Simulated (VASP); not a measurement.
A run of VASP 6.6.1:

INCAR

```
SYSTEM = SnO
PREC = Accurate
ENCUT = 600
EDIFF = 1E-7
ISMEAR = -1
SIGMA = 0.02
LREAL = .False.
LASPH = .True.
NELM = 100
ALGO = Normal
ISIF = 3
LWAVE = .False.
LCHARG = .False.
GGA = PE
IVDW = 13
IBRION = 2
NSW = 80
EDIFFG = -0.005
```

The input KPOINTS:

```
regular mesh
0
Gamma
  8 4 6
  0 0 0
```

Contents of POSCAR:

```
SnO
1.0
    3.3456473825      0.0000000000      0.0000000000
    0.0000000000      5.7113467323      0.0000000000
    0.0000000000      0.0000000000      3.9217907970
Sn O
2 2
Direct
    0.0000000000      0.2347551361      0.5269110050
    0.5000000000      0.7652448639      0.0269110050
    0.0000000000      0.8833650553      0.7230899950
    0.5000000000      0.1166349447      0.2230899950
```

Potentials or basis: VASP PAW PBE potentials, release 64 (Sn_d, O).

The run is started by

```bash
$ cat potpaw_PBE.64/Sn_d/POTCAR potpaw_PBE.64/O/POTCAR > POTCAR
$ mpirun -np 1 vasp_std > vasp.out
```

Hardware: 1 thread of AMD EPYC 9R45 96-Core Processor (Zen 5), on a shared host.

**Question.** How long does it take, and how much memory?

**Answer.** It took 12 min on 1 thread of AMD EPYC 9R45 96-Core Processor (Zen 5), with other jobs on the host, peak memory 0.26 GiB. Counts: scf iterations 199, k points 60, ion steps 26.
